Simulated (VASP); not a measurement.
# InAs (F-43m) in VASP: further runs

InAs is run at these levels: r2SCAN; tasks: single point.

Everything below comes from runs of VASP 6.6.1. Logs are shortened: lines on timing, memory, paths and dates and some standing lists are left out, and cuts for length are marked.

## (1) The cell of the first run

The structure is cubic, space group F-43m (No. 216). The conventional cell has a = 5.984 Å, b = 5.984 Å, c = 5.984 Å, α = 90.00°, β = 90.00°, γ = 90.00°. Within 3.4 Å of In (site symmetry -43m) lie 4 As at 2.59 Å. As (site symmetry -43m) has 4 In at 2.59 Å within 3.4 Å.

## (2) Single point, r2SCAN (26.79 Å³/atom)

Contents of POSCAR:

```
InAs
1.0
    0.0000000000      2.9922343931      2.9922343931
    2.9922343931      0.0000000000      2.9922343931
    2.9922343931      2.9922343931      0.0000000000
In As
1 1
Direct
    0.0000000000      0.0000000000      0.0000000000
    0.2500000000      0.2500000000      0.2500000000
```

Contents of INCAR.step1:

```
SYSTEM = InAs
  PREC = Accurate
  ENCUT = 520
  ISMEAR = -1
  SIGMA = 0.02
  LREAL = .False.
  LASPH = .True.
  NELM = 60
  NBANDS = 16
  GGA = PE
  ALGO = Normal
  EDIFF = 1E-4
  LWAVE = .True.
  LCHARG = .False.
```

Contents of INCAR.step2:

```
SYSTEM = InAs
  PREC = Accurate
  ENCUT = 520
  EDIFF = 1E-7
  ISMEAR = -1
  SIGMA = 0.02
  LREAL = .False.
  LASPH = .True.
  NELM = 60
  ALGO = Normal
  ISIF = 2
  LWAVE = .False.
  LCHARG = .False.
  METAGGA = R2SCAN
  LMIXTAU = .True.
  NBANDS = 16
  ISTART = 1
```

Contents of KPOINTS:

```
Automatic mesh
0
Gamma
  6 6 6
  0 0 0
```

Potentials or basis: VASP PAW PBE potentials, release 64 (In_d, As).

Launch:

```bash
$ cat potpaw_PBE.64/In_d/POTCAR potpaw_PBE.64/As/POTCAR > POTCAR
$ cp INCAR.step1 INCAR
$ mpirun -np 1 vasp_std > vasp.out
$ cp INCAR.step2 INCAR
$ mpirun -np 1 vasp_std > vasp.out
```

OUTCAR:

```text
SYSTEM = InAs
   PREC = Accurate
   ENCUT = 520
   EDIFF = 1E-7
   ISMEAR = -1
   LREAL = .False.
   LASPH = .True.
   NELM = 60
   ISIF = 2
   METAGGA = R2SCAN
   ISTART = 1

 ion  position               nearest neighbor table
   1  0.000  0.000  0.000-   2 2.59   2 2.59   2 2.59   2 2.59
   2  0.250  0.250  0.250-   1 2.59   1 2.59   1 2.59   1 2.59

  LATTYP: Found a face centered cubic cell.
 ALAT       =     5.9844687862

  Lattice vectors:

 A1 = (   0.0000000000,   2.9922343931,   2.9922343931)
 A2 = (   2.9922343931,   0.0000000000,   2.9922343931)
 A3 = (   2.9922343931,   2.9922343931,   0.0000000000)

Analysis of symmetry for initial positions (statically):
=====================================================================
 Subroutine PRICEL returns:
 Original cell was already a primitive cell.

 Routine SETGRP: Setting up the symmetry group for a
 face centered cubic supercell.

 Subroutine GETGRP returns: Found 24 space group operations
 (whereof 24 operations were pure point group operations)
 out of a pool of 48 trial point group operations.

The static configuration has the point symmetry T_d .

Analysis of symmetry for dynamics (positions and initial velocities):
=====================================================================
 Subroutine PRICEL returns:
 Original cell was already a primitive cell.

 Routine SETGRP: Setting up the symmetry group for a
 face centered cubic supercell.

 Subroutine GETGRP returns: Found 24 space group operations
 (whereof 24 operations were pure point group operations)
 out of a pool of 48 trial point group operations.

The dynamic configuration has the point symmetry T_d .

 Subroutine INISYM returns: Found 24 space group operations
 (whereof 24 operations are pure point group operations),
 and found     1 'primitive' translations

----------------------------------------------------------------------------------------

                                     Primitive cell

  volume of cell :      53.5817

  direct lattice vectors                    reciprocal lattice vectors
     0.000000000  2.992234393  2.992234393    -0.167099209  0.167099209  0.167099209
     2.992234393  0.000000000  2.992234393     0.167099209 -0.167099209  0.167099209
     2.992234393  2.992234393  0.000000000     0.167099209  0.167099209 -0.167099209

  length of vectors
     4.231658461  4.231658461  4.231658461     0.289424320  0.289424320  0.289424320

  position of ions in fractional coordinates (direct lattice)
     0.000000000  0.000000000  0.000000000
     0.250000000  0.250000000  0.250000000

  ion indices of the primitive-cell ions
   primitive index   ion index
                 1           1
                 2           2

----------------------------------------------------------------------------------------

 KPOINTS: Automatic mesh

Automatic generation of k-mesh.
 Grid dimensions read from file:
 generate k-points for:    6    6    6

 Generating k-lattice:

  Cartesian coordinates                     Fractional coordinates (reciprocal lattice)
    -0.027849868  0.027849868  0.027849868     0.166666667  0.000000000  0.000000000
     0.027849868 -0.027849868  0.027849868     0.000000000  0.166666667  0.000000000
     0.027849868  0.027849868 -0.027849868     0.000000000  0.000000000  0.166666667

  Length of vectors
     0.048237387  0.048237387  0.048237387

  Shift w.r.t. Gamma in fractional coordinates (k-lattice)
     0.000000000  0.000000000  0.000000000

 Subroutine IBZKPT returns following result:
 ===========================================

 Found     16 irreducible k-points:

 Following reciprocal coordinates:
            Coordinates               Weight
  0.000000  0.000000  0.000000      1.000000
  0.166667  0.000000  0.000000      8.000000
  0.333333  0.000000  0.000000      8.000000
  0.500000  0.000000  0.000000      4.000000
  0.166667  0.166667  0.000000      6.000000
  0.333333  0.166667  0.000000     24.000000
[... 8 lines left out ...]
 -0.333333  0.333333  0.166667     24.000000
 -0.333333  0.500000  0.166667     12.000000
   k-points           NKPTS =     16   k-points in BZ     NKDIM =     16   number of bands    NBANDS=     16
   number of dos      NEDOS =    301   number of ions     NIONS =      2
   total plane-waves  NPLWV =  32768
   dimension x,y,z NGX =    32 NGY =   32 NGZ =   32
   dimension x,y,z NGXF=    64 NGYF=   64 NGZF=   64
   ions per type =               1   1
   NGX,Y,Z   is equivalent  to a cutoff of  12.57, 12.57, 12.57 a.u.
   NGXF,Y,Z  is equivalent  to a cutoff of  25.14, 25.14, 25.14 a.u.
 SYSTEM =  InAs
   PREC   = accura    normal or accurate (medium, high low for compatibility)
   ISTART =      1    job   : 0-new  1-cont  2-samecut
   ICHARG =      0    charge: 1-file 2-atom 10-const
   ISPIN  =      1    spin polarized calculation?
   LNONCOLLINEAR =      F non collinear calculations
   LSORBIT =      F    spin-orbit coupling
   LASPH  =      T    aspherical Exc in radial PAW
   ENCUT  =  520.0 eV  38.22 Ry    6.18 a.u.   7.87  7.87  7.87*2*pi/ulx,y,z
   NELM   =     60;   NELMIN=  2; NELMDL=  0     # of ELM steps
   EDIFF  = 0.1E-06   stopping-criterion for ELM
   LREAL  =      F    real-space projection
   EDIFFG = 0.1E-05   stopping-criterion for IOM
   NSW    =      0    number of steps for IOM
   IBRION =     -1    ionic relax: 0-MD 1-quasi-New 2-CG
   NFREE  =      0    steps in history (QN), initial steepest desc. (CG)
   ISIF   =      2    stress and relaxation
   ISYM   =      2    0-nonsym 1-usesym 2-fastsym
   POTIM  = 0.5000    time-step for ionic-motion
   TEBEG  =    0.0;   TEEND  =   0.0 temperature during run
   PSTRESS=    0.0 pullay stress
   NELECT =      18.0000    total number of electrons
   NUPDOWN=      -1.0000    fix difference up-down
   EMIN   =  10.00;   EMAX   =-10.00  energy-range for DOS
   EFERMI =   0.00;   METHOD = LEGACY
   ISMEAR =    -1;   SIGMA  =   0.02  broadening in eV -4-tet -1-fermi 0-gaus
   EFERMI_NEDOS =   21; number of points for ismear=-14 and -15
   IALGO  =     38    algorithm
   IMIX   =      4    mixing-type and parameters
     AMIX     =   0.40;   BMIX     =  1.00
     AMIX_MAG =   1.60;   BMIX_MAG =  1.00
  volume/ion in A,a.u.               =      26.79       180.79
  Fermi-wavevector in a.u.,A,eV,Ry     =   1.138047  2.150596 17.621587  1.295150
  Thomas-Fermi vector in A             =   2.274751
   LORBIT       =      0    0 simple, 1 ext, 2 COOP (PROOUT), +10 PAW based schemes
   METAGGA = R2SCAN    functional components
   LHFCALC =     F    Hartree Fock is set to
   AEXX    =    0.0000 exact exchange contribution
   IVDW    =     0    specifies the selected vdW correction
   LEPSILON=     F    determine dielectric tensor
   LRPA    =     F    only Hartree local field effects (RPA)
 non-spin polarized calculation
  energy-cutoff  :      520.00
  volume of cell :       53.58
 maximum number of plane-waves:      1459
   NGX = 15   NGY = 15   NGZ = 15

 number of electron      18.0000001 magnetization

 Free energy of the ion-electron system (eV)
  ---------------------------------------------------
  ext. energy  EPLUGINS =         0.00000000
  ---------------------------------------------------
  free energy    TOTEN  =       -38.00335437 eV

  energy without entropy =      -38.00335418  energy(sigma->0) =      -38.00335428

 E-fermi :   4.8258     XC(G=0):  -9.7999

 val. band max:        4.6039483960   @ k =   0.0000   0.0000   0.0000
 cond. band min:       5.0255824777   @ k =   0.0000   0.0000   0.0000
 fundamental gap:      0.4216340817
 Fermi energy:         4.8257534642

 k-point     1 :       0.0000    0.0000    0.0000
  band No.  band energies     occupation
      1     -10.3197      2.00000
      2     -10.3196      2.00000
      3     -10.3196      2.00000
      4     -10.1570      2.00000
      5     -10.1570      2.00000
      6      -7.9097      2.00000
[... 8 lines left out ...]
     15      14.8550      0.00000
     16      14.8550      0.00000

 k-point     2 :       0.1667    0.0000    0.0000
  band No.  band energies     occupation
      1     -10.3629      2.00000
      2     -10.3078      2.00000
      3     -10.3077      2.00000
      4     -10.1569      2.00000
      5     -10.1569      2.00000
      6      -7.5935      2.00000
[... 8 lines left out ...]
     15      13.7263      0.00000
     16      13.8591      0.00000

 k-point     3 :       0.3333    0.0000    0.0000
  band No.  band energies     occupation
      1     -10.4390      2.00000
      2     -10.2878      2.00000
      3     -10.2878      2.00000
      4     -10.1528      2.00000
      5     -10.1528      2.00000
      6      -6.8081      2.00000
[... 8 lines left out ...]
     15      14.2773      0.00000
     16      14.2773      0.00000

 k-point     4 :       0.5000    0.0000    0.0000
  band No.  band energies     occupation
      1     -10.4733      2.00000
      2     -10.2803      2.00000
      3     -10.2802      2.00000
      4     -10.1482      2.00000
      5     -10.1482      2.00000
      6      -6.2591      2.00000
[... 8 lines left out ...]
     15      16.1117      0.00000
     16      16.1117      0.00000

 k-point     5 :       0.1667    0.1667    0.0000
  band No.  band energies     occupation
      1     -10.3874      2.00000
      2     -10.2958      2.00000
      3     -10.2958      2.00000
      4     -10.1667      2.00000
      5     -10.1502      2.00000
      6      -7.4903      2.00000
[... 8 lines left out ...]
     15      14.8416      0.00000
     16      15.1662      0.00000

 k-point     6 :       0.3333    0.1667    0.0000
  band No.  band energies     occupation
      1     -10.4475      2.00000
      2     -10.2782      2.00000
      3     -10.2735      2.00000
      4     -10.1714      2.00000
      5     -10.1446      2.00000
      6      -6.8548      2.00000
[... 8 lines left out ...]
     15      15.3733      0.00000
     16      15.3740      0.00000

 k-point     7 :       0.5000    0.1667    0.0000
  band No.  band energies     occupation
      1     -10.4843      2.00000
      2     -10.2715      2.00000
      3     -10.2641      2.00000
      4     -10.1626      2.00000
      5     -10.1452      2.00000
      6      -6.1427      2.00000
[... 8 lines left out ...]
     15      15.8483      0.00000
     16      16.2131      0.00000

 k-point     8 :      -0.3333    0.1667    0.0000
  band No.  band energies     occupation
      1     -10.4709      2.00000
      2     -10.2741      2.00000
      3     -10.2722      2.00000
      4     -10.1562      2.00000
      5     -10.1529      2.00000
      6      -6.3368      2.00000
[... 8 lines left out ...]
     15      14.7072      0.00000
     16      16.1122      0.00000

 k-point     9 :      -0.1667    0.1667    0.0000
  band No.  band energies     occupation
      1     -10.4158      2.00000
      2     -10.2941      2.00000
      3     -10.2869      2.00000
      4     -10.1619      2.00000
      5     -10.1520      2.00000
      6      -7.1162      2.00000
[... 8 lines left out ...]
     15      14.4417      0.00000
     16      15.4797      0.00000

 k-point    10 :       0.3333    0.3333    0.0000
  band No.  band energies     occupation
      1     -10.4957      2.00000
      2     -10.2465      2.00000
      3     -10.2465      2.00000
      4     -10.1903      2.00000
      5     -10.1365      2.00000
      6      -6.4397      2.00000
[... 8 lines left out ...]
     15      16.0205      0.00000
     16      17.8879      0.00000

 k-point    11 :       0.5000    0.3333    0.0000
  band No.  band energies     occupation
      1     -10.5198      2.00000
      2     -10.2413      2.00000
      3     -10.2341      2.00000
      4     -10.1892      2.00000
      5     -10.1363      2.00000
      6      -5.8489      2.00000
[... 8 lines left out ...]
     15      16.5689      0.00000
     16      17.4400      0.00000

 k-point    12 :      -0.3333    0.3333    0.0000
  band No.  band energies     occupation
      1     -10.5047      2.00000
      2     -10.2576      2.00000
      3     -10.2447      2.00000
      4     -10.1709      2.00000
      5     -10.1487      2.00000
      6      -5.7911      2.00000
[... 8 lines left out ...]
     15      14.4224      0.00000
     16      18.2187      0.00000

 k-point    13 :       0.5000    0.5000    0.0000
  band No.  band energies     occupation
      1     -10.5414      2.00000
      2     -10.2210      2.00000
      3     -10.2210      2.00000
      4     -10.2031      2.00000
      5     -10.1296      2.00000
      6      -5.6561      2.00000
[... 8 lines left out ...]
     15      16.7284      0.00000
     16      17.5845      0.00000

 k-point    14 :       0.5000    0.3333    0.1667
  band No.  band energies     occupation
      1     -10.4888      2.00000
      2     -10.2648      2.00000
      3     -10.2508      2.00000
      4     -10.1753      2.00000
      5     -10.1435      2.00000
      6      -6.2142      2.00000
[... 8 lines left out ...]
     15      16.0445      0.00000
     16      17.4705      0.00000

 k-point    15 :      -0.3333    0.3333    0.1667
  band No.  band energies     occupation
      1     -10.5041      2.00000
      2     -10.2633      2.00000
      3     -10.2405      2.00000
      4     -10.1707      2.00000
      5     -10.1480      2.00000
      6      -5.7905      2.00000
[... 8 lines left out ...]
     15      16.2625      0.00000
     16      17.2063      0.00000

 k-point    16 :      -0.3333    0.5000    0.1667
  band No.  band energies     occupation
      1     -10.5227      2.00000
      2     -10.2477      2.00000
      3     -10.2271      2.00000
      4     -10.1844      2.00000
      5     -10.1408      2.00000
      6      -5.6099      2.00000
[... 8 lines left out ...]
     15      17.0491      0.00000
     16      17.3353      0.00000

------------------------ aborting loop because EDIFF is reached ----------------------------------------

  FORCE on cell =-STRESS in cart. coord.  units (eV):
  Direction    XX          YY          ZZ          XY          YZ          ZX
  --------------------------------------------------------------------------------------
  -------------------------------------------------------------------------------------
  Total        1.3720385      1.3720385      1.3720385      0.0000000     -0.0000000     -0.0000000
  in kB       41.0260832     41.0260832     41.0260832      0.0000000     -0.0000000     -0.0000000
  external PRESSURE =      41.0260832 kB  Pullay stress =       0.0000000 kB

 VOLUME and BASIS-vectors are now :
 -----------------------------------------------------------------------------
  energy-cutoff  :      520.00
  volume of cell :       53.58
      direct lattice vectors                 reciprocal lattice vectors
     0.000000000  2.992234393  2.992234393    -0.167099209  0.167099209  0.167099209
     2.992234393  0.000000000  2.992234393     0.167099209 -0.167099209  0.167099209
     2.992234393  2.992234393  0.000000000     0.167099209  0.167099209 -0.167099209

 POSITION                                       TOTAL-FORCE (eV/Angst)
 -----------------------------------------------------------------------------------
      0.00000      0.00000      0.00000        -0.000000     -0.000000      0.000000
      1.49612      1.49612      1.49612         0.000000      0.000000     -0.000000
 -----------------------------------------------------------------------------------
    total drift:                               -0.000004     -0.000004     -0.000004

  FREE ENERGIE OF THE ION-ELECTRON SYSTEM (eV)
  ---------------------------------------------------
  free  energy   TOTEN  =       -38.0033543748 eV

  energy  without entropy=      -38.0033541791  energy(sigma->0) =      -38.00335428
```

Run time: 2.1 min. Hardware: 1 thread of AMD EPYC 7R13, shared host; peak memory 0.16 GiB.

What came out:

```
Free energy            : -38.0034 eV
Pressure               : 4.1 GPa
Band gap on the k mesh : 0.42 eV
```

Caveat: the cell stands under pressure; the PAW data sets were made with another functional, which shifts forces and pressure a little; spin-orbit coupling is left out, which moves the levels of the heavy elements.

(Continued in part 2 of 3.)
